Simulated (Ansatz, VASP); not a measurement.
**One calculation of Ba, two programs**

```
Ba
1.0
    -2.51250    2.51250    2.51250
     2.51250   -2.51250    2.51250
     2.51250    2.51250   -2.51250
Ba
1
Direct
  0.00000 0.00000 0.00000
```

Alike in both runs: task single point; functional PBEsol; k mesh 6 × 6 × 6; occupations gaussian, width 0.1 eV; no spin polarisation.

```csv
,VASP,Ansatz
version,VASP 6.6.1,Ansatz 0.2.0
potentials or method,"VASP PAW PBE potentials, release 64 (Ba_sv), cutoff 520 eV","scalar-relativistic, plane waves, PAW"
valence electrons in the cell,10,10
```

```csv
,VASP,Ansatz,Ansatz less VASP
gap on the k mesh at the Fermi level (eV),none,none,-
pressure (GPa),-0.6,-0.6,-0.06
```

VASP's potentials were made for PBE, not for PBEsol, and Ansatz warns of the same on its side. A gap of «none» marks a metal or a gap that the smearing closes. With one functional, cell and mesh, what is left measures potentials, basis and numerics.

Neither program's run includes spin-orbit coupling.
